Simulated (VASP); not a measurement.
# Pb (Fm-3m) in VASP: notebook, part 2 of 3

VASP 6.6.1.

## Step 3: Single point, LDA (volume scaled by 0.96)

The input, INCAR:

```
SYSTEM = Pb
PREC = Accurate
ENCUT = 520
EDIFF = 1E-6
ISMEAR = 0
SIGMA = 0.15
LREAL = .FALSE.
LASPH = .TRUE.
NELM = 100
ALGO = Normal
ISIF = 2
LWAVE = .FALSE.
LCHARG = .FALSE.
GGA = CA
NBANDS = 13
```

The input, KPOINTS:

```
Automatic mesh
0
G
  9 9 9
  0 0 0
```

The input, POSCAR:

```
Pb
1.0
    0.0000000000      2.4415696833      2.4415696833
    2.4415696833      0.0000000000      2.4415696833
    2.4415696833      2.4415696833      0.0000000000
Pb
1
Direct
    0.0000000000      0.0000000000      0.0000000000
```

Potentials or basis: VASP PAW LDA potentials, release 64 (Pb_d).

The run is started by

```console
> cat potpaw_LDA.64/Pb_d/POTCAR > POTCAR
> mpirun -np 1 vasp_std > vasp.out
```

OUTCAR:

```text
SYSTEM = Pb
   PREC = Accurate
   ENCUT = 520
   EDIFF = 1E-6
   ISMEAR = 0
   LREAL = .FALSE.
   LASPH = .TRUE.
   NELM = 100
   ISIF = 2
   GGA = CA

 ion  position               nearest neighbor table
   1  0.000  0.000  0.000-

  LATTYP: Found a face centered cubic cell.
 ALAT       =     4.8831393666

  Lattice vectors:

 A1 = (   0.0000000000,   2.4415696833,   2.4415696833)
 A2 = (   2.4415696833,   0.0000000000,   2.4415696833)
 A3 = (   2.4415696833,   2.4415696833,   0.0000000000)

Analysis of symmetry for initial positions (statically):
[... 5 lines left out ...]
 face centered cubic supercell.

 Subroutine GETGRP returns: Found 48 space group operations
 (whereof 48 operations were pure point group operations)
 out of a pool of 48 trial point group operations.

The static configuration has the point symmetry O_h .

Analysis of symmetry for dynamics (positions and initial velocities):
[... 5 lines left out ...]
 face centered cubic supercell.

 Subroutine GETGRP returns: Found 48 space group operations
 (whereof 48 operations were pure point group operations)
 out of a pool of 48 trial point group operations.

The dynamic configuration has the point symmetry O_h .

 Subroutine INISYM returns: Found 48 space group operations
 (whereof 48 operations are pure point group operations),
 and found     1 'primitive' translations

----------------------------------------------------------------------------------------

                                     Primitive cell

  volume of cell :      29.1097

  direct lattice vectors                    reciprocal lattice vectors
     0.000000000  2.441569683  2.441569683    -0.204786291  0.204786291  0.204786291
     2.441569683  0.000000000  2.441569683     0.204786291 -0.204786291  0.204786291
     2.441569683  2.441569683  0.000000000     0.204786291  0.204786291 -0.204786291

  length of vectors
     3.452900960  3.452900960  3.452900960     0.354700261  0.354700261  0.354700261

  position of ions in fractional coordinates (direct lattice)
     0.000000000  0.000000000  0.000000000

  ion indices of the primitive-cell ions
   primitive index   ion index
                 1           1

----------------------------------------------------------------------------------------

 KPOINTS: Automatic mesh

Automatic generation of k-mesh.
 Grid dimensions read from file:
 generate k-points for:    9    9    9

 Generating k-lattice:

  Cartesian coordinates                     Fractional coordinates (reciprocal lattice)
    -0.022754032  0.022754032  0.022754032     0.111111111  0.000000000  0.000000000
     0.022754032 -0.022754032  0.022754032     0.000000000  0.111111111  0.000000000
     0.022754032  0.022754032 -0.022754032     0.000000000  0.000000000  0.111111111

  Length of vectors
     0.039411140  0.039411140  0.039411140

  Shift w.r.t. Gamma in fractional coordinates (k-lattice)
     0.000000000  0.000000000  0.000000000

 Subroutine IBZKPT returns following result:
 ===========================================

 Found     35 irreducible k-points:

 Following reciprocal coordinates:
            Coordinates               Weight
  0.000000  0.000000  0.000000      1.000000
  0.111111  0.000000  0.000000      8.000000
  0.222222  0.000000  0.000000      8.000000
  0.333333  0.000000  0.000000      8.000000
  0.444444  0.000000  0.000000      8.000000
  0.111111  0.111111  0.000000      6.000000
[... 16 lines left out ...]
 -0.333333  0.333333  0.000000     12.000000
  0.444444  0.444444  0.000000      6.000000
 [... further k-points ...]
   k-points           NKPTS =     35   k-points in BZ     NKDIM =     35   number of bands    NBANDS=     13
   number of dos      NEDOS =    301   number of ions     NIONS =      1
   total plane-waves  NPLWV =  21952
   dimension x,y,z NGX =    28 NGY =   28 NGZ =   28
   dimension x,y,z NGXF=    56 NGYF=   56 NGZF=   56
   ions per type =               1
   NGX,Y,Z   is equivalent  to a cutoff of  13.48, 13.48, 13.48 a.u.
   NGXF,Y,Z  is equivalent  to a cutoff of  26.96, 26.96, 26.96 a.u.
 SYSTEM =  Pb
   PREC   = accura    normal or accurate (medium, high low for compatibility)
   ISTART =      0    job   : 0-new  1-cont  2-samecut
   ICHARG =      2    charge: 1-file 2-atom 10-const
   ISPIN  =      1    spin polarized calculation?
   LNONCOLLINEAR =      F non collinear calculations
   LSORBIT =      F    spin-orbit coupling
   LASPH  =      T    aspherical Exc in radial PAW
   ENCUT  =  520.0 eV  38.22 Ry    6.18 a.u.   6.42  6.42  6.42*2*pi/ulx,y,z
   NELM   =    100;   NELMIN=  2; NELMDL= -5     # of ELM steps
   EDIFF  = 0.1E-05   stopping-criterion for ELM
   LREAL  =      F    real-space projection
   EDIFFG = 0.1E-04   stopping-criterion for IOM
   NSW    =      0    number of steps for IOM
   IBRION =     -1    ionic relax: 0-MD 1-quasi-New 2-CG
   NFREE  =      0    steps in history (QN), initial steepest desc. (CG)
   ISIF   =      2    stress and relaxation
   ISYM   =      2    0-nonsym 1-usesym 2-fastsym
   POTIM  = 0.5000    time-step for ionic-motion
   TEBEG  =    0.0;   TEEND  =   0.0 temperature during run
   PSTRESS=    0.0 pullay stress
   NELECT =      14.0000    total number of electrons
   NUPDOWN=      -1.0000    fix difference up-down
   EMIN   =  10.00;   EMAX   =-10.00  energy-range for DOS
   EFERMI =   0.00;   METHOD = LEGACY
   ISMEAR =     0;   SIGMA  =   0.15  broadening in eV -4-tet -1-fermi 0-gaus
   EFERMI_NEDOS =   21; number of points for ismear=-14 and -15
   IALGO  =     38    algorithm
   IMIX   =      4    mixing-type and parameters
     AMIX     =   0.40;   BMIX     =  1.00
     AMIX_MAG =   1.60;   BMIX_MAG =  1.00
  volume/ion in A,a.u.               =      29.11       196.44
  Fermi-wavevector in a.u.,A,eV,Ry     =   1.282641  2.423840 22.383862  1.645167
  Thomas-Fermi vector in A             =   2.414940
   LORBIT       =      0    0 simple, 1 ext, 2 COOP (PROOUT), +10 PAW based schemes
   GGA     = CA    functional components
   LHFCALC =     F    Hartree Fock is set to
   AEXX    =    0.0000 exact exchange contribution
   IVDW    =     0    specifies the selected vdW correction
   LEPSILON=     F    determine dielectric tensor
   LRPA    =     F    only Hartree local field effects (RPA)
 non-spin polarized calculation
 Gauss-broadening in eV      SIGMA  =   0.15
  energy-cutoff  :      520.00
  volume of cell :       29.11
 maximum number of plane-waves:       801
 NGX is ok and might be reduce to    28
   NGX = 13   NGY = 13   NGZ = 13

 number of electron      13.9999999 magnetization

 Free energy of the ion-electron system (eV)
  ---------------------------------------------------
  ext. energy  EPLUGINS =         0.00000000
  ---------------------------------------------------
  free energy    TOTEN  =        -4.27333582 eV

  energy without entropy =       -4.26942087  energy(sigma->0) =       -4.27137835

 E-fermi :   7.3110     XC(G=0): -10.6521

 val. band max:        7.3075318336   @ k =  -0.2222   0.3333   0.1111
 cond. band min:       7.5287560276   @ k =   0.3333   0.3333   0.0000
 fundamental gap:      0.2212241940
 Fermi energy:         7.3110218875

 k-point     1 :       0.0000    0.0000    0.0000
  band No.  band energies     occupation
      1      -9.5669      2.00000
      2      -9.5669      2.00000
      3      -9.5669      2.00000
      4      -9.4050      2.00000
      5      -9.4050      2.00000
      6      -4.5737      2.00000
      7      15.1508      0.00000
      8      15.1508      0.00000
      9      15.1508      0.00000
     10      17.3244      0.00000
     11      19.4691      0.00000
     12      20.2976      0.00000
     13      20.2976      0.00000

 k-point     2 :       0.1111    0.0000    0.0000
  band No.  band energies     occupation
      1      -9.5682      2.00000
      2      -9.5482      2.00000
      3      -9.5482      2.00000
      4      -9.4054      2.00000
      5      -9.4054      2.00000
      6      -4.3258      2.00000
      7      12.7313      0.00000
      8      14.8600      0.00000
      9      14.8600      0.00000
     10      17.0003      0.00000
     11      20.2909      0.00000
[... 339 lines left out ...]
 k-point    24 :       0.4444    0.4444    0.0000
  band No.  band energies     occupation
      1      -9.7501      2.00000
      2      -9.6475      2.00000
      3      -9.2686      2.00000
      4      -9.2257      2.00000
      5      -9.2257      2.00000
      6       0.2941      2.00000
      7       4.6591      2.00000
      8       9.6388      0.00000
      9       9.6388      0.00000
     10      13.1636      0.00000
     11      14.3785      0.00000
     12      25.9241      0.00000
     13      27.8901      0.00000

 [... further k-points ...]
[... 5 lines left out ...]
  --------------------------------------------------------------------------------------
  -------------------------------------------------------------------------------------
  Total       -0.0282227     -0.0282227     -0.0282227     -0.0000000      0.0000000      0.0000000
  in kB       -1.5533609     -1.5533609     -1.5533609     -0.0000000      0.0000000      0.0000000
  external PRESSURE =      -1.5533609 kB  Pullay stress =       0.0000000 kB

 VOLUME and BASIS-vectors are now :
 -----------------------------------------------------------------------------
  energy-cutoff  :      520.00
  volume of cell :       29.11
      direct lattice vectors                 reciprocal lattice vectors
     0.000000000  2.441569683  2.441569683    -0.204786291  0.204786291  0.204786291
     2.441569683  0.000000000  2.441569683     0.204786291 -0.204786291  0.204786291
     2.441569683  2.441569683  0.000000000     0.204786291  0.204786291 -0.204786291

 POSITION                                       TOTAL-FORCE (eV/Angst)
 -----------------------------------------------------------------------------------
      0.00000      0.00000      0.00000         0.000000      0.000000      0.000000
 -----------------------------------------------------------------------------------
    total drift:                               -0.000000     -0.000000     -0.000000

  FREE ENERGIE OF THE ION-ELECTRON SYSTEM (eV)
  ---------------------------------------------------
  free  energy   TOTEN  =        -4.2733358202 eV

  energy  without entropy=       -4.2694208737  energy(sigma->0) =       -4.27137835
```

It took 13 s on 1 thread of Intel Xeon 8259CL, shared host; peak memory 0.14 GiB.

Results:

| Item | Value |
| --- | --- |
| Free energy | -4.2733 eV |
| Pressure | -0.2 GPa |
| Band gap on the k mesh | zero (band 7 reaches 15.15 eV, above the bottom of band 8 at 5.84 eV) |

Caveat: spin-orbit coupling is left out, which moves the levels of the heavy elements.

[end of part 2 of 3]
